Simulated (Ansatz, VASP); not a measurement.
KCl: VASP beside Ansatz

INCAR

```
PREC = Accurate
ENCUT = 520
EDIFF = 1E-6
ISMEAR = 0
SIGMA = 0.01
LREAL = F
LASPH = T
NELM = 100
ALGO = Normal
ISIF = 2
LWAVE = F
LCHARG = T
GGA = PE
LELF = T
LVHAR = T
NBANDS = 15
```

The input KPOINTS:

```
regular mesh
0
Gamma
  6 6 6
```

POSCAR

```
KCl
1.0
    0.0000000000      3.2207598326      3.2207598326
    3.2207598326      0.0000000000      3.2207598326
    3.2207598326      3.2207598326      0.0000000000
K Cl
1 1
Direct
    0.0000000000      0.0000000000      0.0000000000
    0.5000000000      0.5000000000      0.5000000000
```

Input for Ansatz:

```yaml
crystal:
  lattice:
    - [0.0, 3.2207598326, 3.2207598326]
    - [3.2207598326, 0.0, 3.2207598326]
    - [3.2207598326, 3.2207598326, 0.0]
  atoms:
    - { symbol: K, position: [0.0, 0.0, 0.0] }
    - { symbol: Cl, position: [0.5, 0.5, 0.5] }
kpoints:
  mp_grid: { grid: [6, 6, 6] }
hamiltonian:
  xc: pbe
scf:
  occupations: { method: fixed }
  n_extra_bands: 4
output:
  forces: true
  stress: true
  eigenvalues: true
```

Alike in both runs: task single point; functional PBE; k mesh 6 × 6 × 6; no spin polarisation.

|  | VASP | Ansatz |
| --- | --- | --- |
| version | VASP 6.6.1 | Ansatz 0.2.0 |
| potentials or method | VASP PAW PBE potentials, release 64 (K_sv, Cl) | plane waves, PAW |
| plane-wave cutoff (eV) | 520 | 420 |
| occupations | gaussian, width 0.01 eV | fixed |
| valence electrons in the cell | 16 | 16 |

VASP gave:

```
gap on the k mesh at the Fermi level (eV) : 4.95
pressure (GPa)                            : -0.4
```

Problem. Estimate Ansatz's values.

Solution. gap on the k mesh at the Fermi level (eV): 4.96; pressure (GPa): -0.4.
